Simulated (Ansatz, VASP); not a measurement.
## P in VASP and in Ansatz

```
P
1.0
     4.27290   -0.02136   -0.02136
    -0.02136    4.27290   -0.02136
    -0.02189   -0.02189    4.37800
P
1
Direct
  0.00000 0.00000 0.00000
```

Change from the starting cell: equal xy, yz and zx shear strains of -1 %, crystal datasets.

Alike in both runs: task electric field gradients; functional PBEsol; k mesh 10 × 10 × 9; occupations fermi-dirac, width 0.08 eV; no spin polarisation.

|  | VASP | Ansatz |
| --- | --- | --- |
| version | VASP 6.6.1 | Ansatz 0.2.0 |
| potentials or method | VASP PAW PBE potentials, release 64 (P), cutoff 400 eV | all-electron PAW with datasets made for the crystal, scalar-relativistic |

|  | VASP | Ansatz | Ansatz less VASP |
| --- | --- | --- | --- |
| pressure (GPa) | -3.8 | -3.8 | 0.00 |
| traceless stress, the component that is largest in VASP (GPa) | 0.31 | 0.31 | -0.001 |
| size of Vzz on the site where it differs most (V/Å²) | 0.8 | 0.8 | -0.06 |

VASP's potentials were made for PBE, not for PBEsol. Ansatz ran all-electron here, and VASP with PAW potentials.
